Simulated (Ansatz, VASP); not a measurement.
**Two plane-wave programs on TiCo2**

```
Ti Co
1.0
     0.00000    3.35200    3.35200
     3.35200    0.00000    3.35200
     3.35200    3.35200    0.00000
Ti Co
2 4
Direct
  0.50000 0.50000 0.50000
  0.75000 0.75000 0.75000
  0.12500 0.12500 0.12500
  0.62500 0.12500 0.12500
  0.12500 0.12500 0.62500
  0.12500 0.62500 0.12500
```

Alike in both runs: task single point; functional r2SCAN; k mesh 10 × 10 × 10; collinear spin.

|  | VASP | Ansatz |
| --- | --- | --- |
| version | VASP 6.6.1 | Ansatz 0.2.0 |
| potentials or method | VASP PAW PBE potentials, release 64 (Ti_sv, Co), cutoff 520 eV | scalar-relativistic, plane waves, PAW |
| occupations | methfessel-paxton of order 1, width 0.2 eV | cold, width 0.2 eV |
| valence electrons in the cell | 60 | 92 |

Ansatz gave:

* gap on the k mesh at the Fermi level (eV): none
* pressure (GPa): -1.4
* net moment per atom (μB): 0.68
* size of the moment on the site where the two differ most (μB): 1.55

What did VASP give for the same quantities?

gap on the k mesh at the Fermi level (eV): none; pressure (GPa): -1.3; net moment per atom (μB): 0.68; size of the moment on the site where the two differ most (μB): 1.50.

VASP's potentials were made for PBE, not for r2SCAN. Site moments also hang on the region over which each program counts them. A gap of «none» marks a metal or a gap that the smearing closes. VASP's potentials hold 60 valence electrons a cell and Ansatz's 92, so a difference there can come from the potentials and not from the codes. Ansatz's warnings: stability check not made.
